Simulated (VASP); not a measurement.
# Mg in VASP: a series of runs

Runs on Mg. Level: PBE. Tasks: single point, relaxation of cell and atoms.

Everything below comes from runs of VASP 6.6.1. Logs are shortened: lines on timing, memory, paths and dates and some standing lists are left out, and cuts for length are marked.

### Step 1. The cell of the first run

It takes space group P6_3/mmc (No. 194, hexagonal). The conventional cell has a = 5.032 Å, b = 5.032 Å, c = 11.730 Å, α = 90.00°, β = 90.00°, γ = 120.00°. Within 3.8 Å of Mg (site symmetry 3m) lie 8 Mg at 2.92 to 3.26 Å. Mg (site symmetry 3m) has 9 Mg at 2.91 to 3.26 Å within 3.8 Å.

### Step 2. Single point, PBE

Input file INCAR:

```
PREC     = Accurate       # precision mode
ENCUT    = 520            # plane-wave cutoff, eV
EDIFF    = 1E-6           # SCF threshold, eV
ISMEAR   = 0              # smearing method
SIGMA    = 0.1            # smearing width, eV
LREAL    = F              # projectors in reciprocal space
LASPH    = T              # aspherical terms in the spheres
NELM     = 80             # most SCF steps
ALGO     = Normal         # electronic algorithm
ISIF     = 2              # what is computed and relaxed
LWAVE    = F              # write WAVECAR
LCHARG   = T              # write CHGCAR
GGA      = PE             # functional
LELF     = T              # ELF
LVHAR    = T            
NBANDS   = 18             # bands
```

Input file KPOINTS:

```
regular mesh
0
Gamma
  6 6 2
```

Input file POSCAR:

```
Mg
1.0
    5.0315992819     -0.0000000001      0.0000000000
   -2.5157996409      4.3574927998      0.0000000000
    0.0000000000      0.0000000000     11.7301461834
Mg
8
Direct
    0.0000000000      0.0000000000      0.1245641806
    0.0000000000      0.0000000000      0.6245641806
    0.0000000000      0.0000000000      0.3754358194
    0.0000000000      0.0000000000      0.8754358194
    0.3333333333      0.6666666667      0.0013310947
    0.6666666667      0.3333333333      0.5013310947
    0.3333333333      0.6666666667      0.4986689053
    0.6666666667      0.3333333333      0.9986689053
```

Potentials or basis: VASP PAW PBE potentials, release 64 (Mg).

Launch:

```sh
> cat potpaw_PBE.64/Mg/POTCAR > POTCAR
> mpirun -np 1 vasp_std > vasp.out
```

OUTCAR:

```text
PREC = Accurate
   ENCUT = 520
   EDIFF = 1E-6
   ISMEAR = 0
   LREAL = F
   LASPH = T
   NELM = 80
   ISIF = 2
   GGA = PE

 ion  position               nearest neighbor table
   1  0.000  0.000  0.125-   4 2.92   3 2.94   5 3.24   5 3.24   5 3.24   8 3.26   8 3.26   8 3.26

   2  0.000  0.000  0.625-   3 2.92   4 2.94   6 3.24   6 3.24   6 3.24   7 3.26   7 3.26   7 3.26

   3  0.000  0.000  0.375-   2 2.92   1 2.94   7 3.24   7 3.24   7 3.24   6 3.26   6 3.26   6 3.26

   4  0.000  0.000  0.875-   1 2.92   2 2.94   8 3.24   8 3.24   8 3.24   5 3.26   5 3.26   5 3.26

   5  0.333  0.667  0.001-   8 2.91   8 2.91   8 2.91   1 3.24   1 3.24   1 3.24   4 3.26   4 3.26
                             4 3.26
   6  0.667  0.333  0.501-   7 2.91   7 2.91   7 2.91   2 3.24   2 3.24   2 3.24   3 3.26   3 3.26
                             3 3.26
   7  0.333  0.667  0.499-   6 2.91   6 2.91   6 2.91   3 3.24   3 3.24   3 3.24   2 3.26   2 3.26
                             2 3.26
   8  0.667  0.333  0.999-   5 2.91   5 2.91   5 2.91   4 3.24   4 3.24   4 3.24   1 3.26   1 3.26
                             1 3.26

  LATTYP: Found a hexagonal cell.
 ALAT       =     5.0315992819
 C/A-ratio  =     2.3312957822

  Lattice vectors:

 A1 = (   5.0315992819,  -0.0000000001,   0.0000000000)
 A2 = (  -2.5157996409,   4.3574927998,   0.0000000000)
 A3 = (   0.0000000000,   0.0000000000,  11.7301461834)

Analysis of symmetry for initial positions (statically):
=====================================================================
 Subroutine PRICEL returns:
 Original cell was already a primitive cell.

 Routine SETGRP: Setting up the symmetry group for a
 hexagonal supercell.

 Subroutine GETGRP returns: Found 24 space group operations
 (whereof 12 operations were pure point group operations)
 out of a pool of 24 trial point group operations.

The static configuration has the point symmetry D_3d.
 The point group associated with its full space group is D_6h.

Analysis of symmetry for dynamics (positions and initial velocities):
=====================================================================
 Subroutine PRICEL returns:
 Original cell was already a primitive cell.

 Routine SETGRP: Setting up the symmetry group for a
 hexagonal supercell.

 Subroutine GETGRP returns: Found 24 space group operations
 (whereof 12 operations were pure point group operations)
 out of a pool of 24 trial point group operations.

The dynamic configuration has the point symmetry D_3d.
[... 107 lines left out ...]
   ISIF   =      2    stress and relaxation
   ISYM   =      2    0-nonsym 1-usesym 2-fastsym
   POTIM  = 0.5000    time-step for ionic-motion
   TEBEG  =    0.0;   TEEND  =   0.0 temperature during run
   PSTRESS=    0.0 pullay stress
   NELECT =      16.0000    total number of electrons
   NUPDOWN=      -1.0000    fix difference up-down
   EMIN   =  10.00;   EMAX   =-10.00  energy-range for DOS
   EFERMI =   0.00;   METHOD = LEGACY
   ISMEAR =     0;   SIGMA  =   0.10  broadening in eV -4-tet -1-fermi 0-gaus
   EFERMI_NEDOS =   21; number of points for ismear=-14 and -15
   IALGO  =     38    algorithm
   IMIX   =      4    mixing-type and parameters
     AMIX     =   0.40;   BMIX     =  1.00
     AMIX_MAG =   1.60;   BMIX_MAG =  1.00
  volume/ion in A,a.u.               =      32.15       216.95
  Fermi-wavevector in a.u.,A,eV,Ry     =   0.648683  1.225834  5.725197  0.420790
  Thomas-Fermi vector in A             =   1.717395
   LORBIT       =      0    0 simple, 1 ext, 2 COOP (PROOUT), +10 PAW based schemes
   GGA     = PE    functional components
   LHFCALC =     F    Hartree Fock is set to
   AEXX    =    0.0000 exact exchange contribution
   IVDW    =     0    specifies the selected vdW correction
   LEPSILON=     F    determine dielectric tensor
   LRPA    =     F    only Hartree local field effects (RPA)
 non-spin polarized calculation
 Gauss-broadening in eV      SIGMA  =   0.10
  energy-cutoff  :      520.00
  volume of cell :      257.19
 maximum number of plane-waves:      6968
 NGX is ok and might be reduce to    40

 number of electron      16.0000000 magnetization

 Free energy of the ion-electron system (eV)
  ---------------------------------------------------
  ext. energy  EPLUGINS =         0.00000000
  ---------------------------------------------------
  free energy    TOTEN  =        -9.08808139 eV

  energy without entropy =       -9.07972901  energy(sigma->0) =       -9.08390520

 E-fermi :   0.9370     XC(G=0):  -7.2474

 val. band max:        0.8033593005   @ k =   0.5000   0.0000   0.0000
 cond. band min:       1.0094957059   @ k =   0.3333   0.1667   0.0000
 fundamental gap:      0.2061364054
 Fermi energy:         0.9370042304

 k-point     1 :       0.0000    0.0000    0.0000
  band No.  band energies     occupation
      1      -5.0687      2.00000
      2      -4.7250      2.00000
      3      -2.4484      2.00000
      4      -0.2821      2.00000
      5       0.0177      2.00000
      6       1.9650      0.00000
[... 271 lines left out ...]
      5      -2.0918      2.00000
      6      -2.0918      2.00000
[... 10 lines left out ...]
     17       5.3171      0.00000
     18       5.3209      0.00000

------------------------ aborting loop because EDIFF is reached ----------------------------------------

  FORCE on cell =-STRESS in cart. coord.  units (eV):
  Direction    XX          YY          ZZ          XY          YZ          ZX
  --------------------------------------------------------------------------------------
  -------------------------------------------------------------------------------------
  Total       -0.2122651     -0.2122651     -0.1457365      0.0000000      0.0000000     -0.0000000
  in kB       -1.3223396     -1.3223396     -0.9078890      0.0000000      0.0000000     -0.0000000
  external PRESSURE =      -1.1841894 kB  Pullay stress =       0.0000000 kB

 VOLUME and BASIS-vectors are now :
 -----------------------------------------------------------------------------
  energy-cutoff  :      520.00
  volume of cell :      257.19
      direct lattice vectors                 reciprocal lattice vectors
     5.031599282 -0.000000000  0.000000000     0.198743967  0.114744883  0.000000000
    -2.515799641  4.357492800  0.000000000     0.000000000  0.229489765  0.000000000
     0.000000000  0.000000000 11.730146183     0.000000000  0.000000000  0.085250429

 POSITION                                       TOTAL-FORCE (eV/Angst)
 -----------------------------------------------------------------------------------
      0.00000      0.00000      1.46116         0.000000      0.000000     -0.041569
      0.00000      0.00000      7.32623         0.000000      0.000000     -0.041569
      0.00000      0.00000      4.40392         0.000000      0.000000      0.041569
      0.00000      0.00000     10.26899         0.000000      0.000000      0.041569
     -0.00000      2.90500      0.01561        -0.000000     -0.000000     -0.003884
      2.51580      1.45250      5.88069         0.000000     -0.000000     -0.003884
     -0.00000      2.90500      5.84946        -0.000000     -0.000000      0.003884
      2.51580      1.45250     11.71453        -0.000000      0.000000      0.003884
 -----------------------------------------------------------------------------------
    total drift:                                0.000000      0.000000     -0.000000

  FREE ENERGIE OF THE ION-ELECTRON SYSTEM (eV)
  ---------------------------------------------------
  free  energy   TOTEN  =        -9.0880813863 eV

  energy  without entropy=       -9.0797290113  energy(sigma->0) =       -9.08390520
```

OSZICAR:

```text
N       E                     dE             d eps       ncg     rms          rms(c)
DAV:   1     0.133507263337E+02    0.13351E+02   -0.41534E+03   504   0.612E+02
DAV:   2    -0.835632849263E+01   -0.21707E+02   -0.19660E+02   630   0.658E+01
DAV:   3    -0.926206399028E+01   -0.90574E+00   -0.87967E+00   654   0.114E+01
DAV:   4    -0.927294825424E+01   -0.10884E-01   -0.10877E-01   608   0.152E+00
DAV:   5    -0.927311997969E+01   -0.17173E-03   -0.17172E-03   662   0.206E-01    0.222E+00
DAV:   6    -0.913483002095E+01    0.13829E+00   -0.11836E-01   538   0.109E+00    0.135E+00
DAV:   7    -0.908855685973E+01    0.46273E-01   -0.14389E-01   552   0.132E+00    0.286E-01
DAV:   8    -0.908819944582E+01    0.35741E-03   -0.15873E-02   582   0.516E-01    0.548E-02
DAV:   9    -0.908808235434E+01    0.11709E-03   -0.87215E-04   552   0.108E-01    0.154E-02
DAV:  10    -0.908807747311E+01    0.48812E-05   -0.11601E-04   588   0.419E-02    0.482E-03
DAV:  11    -0.908808197092E+01   -0.44978E-05   -0.86406E-06   644   0.111E-02    0.172E-03
DAV:  12    -0.908808138635E+01    0.58458E-06   -0.12736E-06   492   0.394E-03
   1 F= -.90880814E+01 E0= -.90839052E+01  d E =-.835238E-02
```

Wall time 47 s (1 thread of AMD EPYC 9R45 (Zen 5), shared host); peak memory 0.34 GiB.

Results:

```
Free energy            : -9.0881 eV
Pressure               : -0.1 GPa
Largest force          : 0.042 eV/Å
Band gap on the k mesh : zero (bands 8 and 9 overlap by 1.69 eV)
```

Forces on the atoms (eV/Å):
```
Mg   0.000  0.000 -0.042
Mg   0.000  0.000 -0.042
Mg   0.000  0.000  0.042
Mg   0.000  0.000  0.042
Mg   0.000  0.000 -0.004
Mg   0.000  0.000 -0.004
Mg   0.000  0.000  0.004
Mg   0.000  0.000  0.004
```

### Step 3. Single point, PBE

This run uses another cell than the first one: it holds 4 atoms, not 8.

Input file INCAR:

```
PREC     = Accurate       # precision mode
ENCUT    = 520            # plane-wave cutoff, eV
EDIFF    = 1E-6           # SCF threshold, eV
ISMEAR   = 0              # smearing method
SIGMA    = 0.1            # smearing width, eV
LREAL    = False          # projectors in reciprocal space
LASPH    = True           # aspherical terms in the spheres
NELM     = 100            # most SCF steps
ALGO     = Fast           # electronic algorithm
ISIF     = 2              # what is computed and relaxed
LWAVE    = False          # write WAVECAR
LCHARG   = False          # write CHGCAR
GGA      = PE             # functional
NBANDS   = 12             # bands
```

Input file KPOINTS:

```
Automatic mesh
0
Gamma
  12 12 8
```

Input file POSCAR:

```
Mg
1.0
    5.0464170874      0.0000000000      0.0000000000
   -2.5232085437      4.3703253957      0.0000000000
    0.0000000000      0.0000000000      5.8194837219
Mg
4
Direct
    0.0000000000      0.0000000000      0.2483285219
    0.0000000000      0.0000000000      0.7516714781
    0.3333333333      0.6666666667      0.0000000000
    0.6666666667      0.3333333333      0.0000000000
```

Potentials or basis: VASP PAW PBE potentials, release 64 (Mg).

Launch:

```sh
> cat potpaw_PBE.64/Mg/POTCAR > POTCAR
> mpirun -np 1 vasp_std > vasp.out
```

It took 78 s on 1 thread of AMD EPYC 9R45 (Zen 5), shared host; peak memory 0.3 GiB.

It converged, with:

- Free energy: -4.5660 eV
- Pressure: -0.1 GPa
- Largest force: 0.011 eV/Å
- Band gap on the k mesh: zero (bands 4 and 5 overlap by 1.99 eV)

Forces on the atoms (eV/Å):
```
Mg   0.000  0.000 -0.011
Mg   0.000  0.000  0.011
Mg   0.000  0.000  0.000
Mg   0.000  0.000  0.000
```

Levels at points of the mesh, in eV from the Fermi level:
| k point | band 2 | band 3 | band 4 | band 5 | band 6 | band 7 |
| --- | --- | --- | --- | --- | --- | --- |
| (0.00, 0.00, 0.00) | -1.10 | -0.83 | 1.04 | 1.04 | 1.42 | 1.42 |
| (0.50, 0.00, 0.00) | -3.73 | -0.56 | -0.08 | 0.60 | 0.71 | 0.86 |
| (0.00, 0.00, 0.50) | -3.32 | 1.36 | 1.36 | 1.59 | 1.59 | 2.69 |
| (0.50, 0.00, 0.50) | -3.47 | -2.02 | -0.74 | -0.31 | 0.67 | 2.29 |

### Step 4. Relaxation of cell and atoms, PBE

This run uses another cell than the first one: it holds 4 atoms, not 8.

Input file INCAR:

```
PREC = Accurate
ENCUT = 600
EDIFF = 1E-7
ISMEAR = 0
SIGMA = 0.1
LREAL = False
LASPH = True
NELM = 80
ALGO = Fast
ISIF = 3
LWAVE = False
LCHARG = False
GGA = PE
IBRION = 2
NSW = 100
EDIFFG = -0.01
```

KPOINTS is that of step 3.

Input file POSCAR:

```
Mg
1.0
    5.0315992819      0.0000000000      0.0000000000
   -2.5157996410      4.3574927998      0.0000000000
    0.0000000000      0.0000000000      5.8650730917
Mg
4
Direct
    0.0000000000      0.0000000000      0.2491283612
    0.0000000000      0.0000000000      0.7508716388
    0.3333333333      0.6666666667      0.0000000000
    0.6666666667      0.3333333333      0.0000000000
```

Launch:

```sh
> cat potpaw_PBE.64/Mg/POTCAR > POTCAR
> mpirun -np 1 vasp_std > vasp.out
```

Wall time 2.1 min (1 thread of AMD EPYC 9R45 (Zen 5), shared host); peak memory 0.32 GiB.

It converged, with:

| Quantity | Value |
| --- | --- |
| Free energy | -4.5662 eV |
| Relaxed volume | 31.97 Å³/atom |
| Relaxed cell | a = 5.038 Å, b = 5.038 Å, c = 5.818 Å, α = 90.00°, β = 90.00°, γ = 120.00° |
| Space group after relaxing (to 0.1 Å) | P6/mmm (No. 191) |
| Energy gained by relaxing | 0.3 meV/atom |
| Ionic steps | 3 |
| Pressure after relaxing | 0.0 GPa |
| Band gap on the k mesh | zero (bands 4 and 5 overlap by 2.00 eV) |

The path:
```tsv
step	energy change (eV)	largest force (eV/Å)	pressure (GPa)	volume (Å³)
1	0.0000	0.0451	-0.07	128.59
2	-0.0008	0.0283	-0.04	128.32
3	-0.0014	0.0015	0.03	127.87
```

Final structure:
```
CELL_PARAMETERS angstrom
5.03769 0.00000 0.00000
-2.51884 4.36276 0.00000
0.00000 0.00000 5.81788
ATOMIC_POSITIONS crystal
Mg 0.00000 0.00000 0.24814
Mg 0.00000 0.00000 0.75186
Mg 0.33333 0.66667 0.00000
Mg 0.66667 0.33333 0.00000
```

Levels at points of the mesh, in eV from the Fermi level:
```tsv
k point	band 1	band 2	band 3	band 4	band 5	band 6	band 7	band 8
(0.00, 0.00, 0.00)	-5.96	-1.11	-0.83	1.05	1.05	1.43	1.43	2.31
(0.50, 0.00, 0.00)	-4.28	-3.74	-0.56	-0.07	0.60	0.71	0.85	2.39
(0.00, 0.00, 0.50)	-5.61	-3.33	1.37	1.37	1.60	1.60	2.70	2.74
(0.50, 0.00, 0.50)	-3.84	-3.48	-2.02	-0.75	-0.31	0.68	2.30	2.68
```

### Step 5. The runs side by side

| task | cell | k mesh | cutoff (eV) | gap on the mesh (eV) | pressure (GPa) | largest force (eV/Å) |
| --- | --- | --- | --- | --- | --- | --- |
| single point | a = 5.032, b = 5.032, c = 11.730 Å, angles 90.0, 90.0, 120.0°, 8 atoms, atomic positions A | 6 × 6 × 2 | 520 | none | -0.1 | 0.04 |
| single point | a = 5.046, b = 5.046, c = 5.819 Å, angles 90.0, 90.0, 120.0°, 4 atoms, atomic positions B | 12 × 12 × 8 | 520 | none | -0.1 | 0.01 |
| relaxation of cell and atoms | relaxed from a = 5.032, b = 5.032, c = 5.865 Å, angles 90.0, 90.0, 120.0°, 4 atoms, atomic positions C | 12 × 12 × 8 | 600 | none | 0.0 | - |

Alike in all rows: level PBE; potentials or basis VASP PAW PBE potentials, release 64 (Mg); no spin polarisation; smearing gaussian 0.1 eV.

Total energies depend on the potentials used, so only differences within one code and one set of settings carry meaning.

The gap in the log of VASP goes by the Fermi energy; the results here count the filled bands.